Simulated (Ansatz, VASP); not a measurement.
# Sc3Al: VASP beside Ansatz

```
CELL_PARAMETERS angstrom
4.42690 0.00000 0.00000
0.00000 4.42690 0.00000
0.00000 0.00000 4.42690
ATOMIC_POSITIONS crystal
Sc 0.50000 0.00000 0.50000
Sc 0.00000 0.50000 0.50000
Sc 0.50000 0.50000 0.00000
Al 0.00000 0.00000 0.00000
```

Alike in both runs: task single point; functional r2SCAN; k mesh 10 × 10 × 10; occupations gaussian, width 0.1 eV; no spin polarisation.

|  | VASP | Ansatz |
| --- | --- | --- |
| version | VASP 6.6.1 | Ansatz 0.2.0 |
| potentials or method | VASP PAW PBE potentials, release 64 (Sc_sv, Al), cutoff 520 eV | scalar-relativistic, plane waves, PAW |
| valence electrons in the cell | 36 | 36 |

|  | VASP | Ansatz | Ansatz less VASP |
| --- | --- | --- | --- |
| gap on the k mesh at the Fermi level (eV) | none | none | - |
| pressure (GPa) | 0.2 | 0.0 | -0.18 |

VASP's potentials were made for PBE, not for r2SCAN. A gap of «none» marks a metal or a gap that the smearing closes.
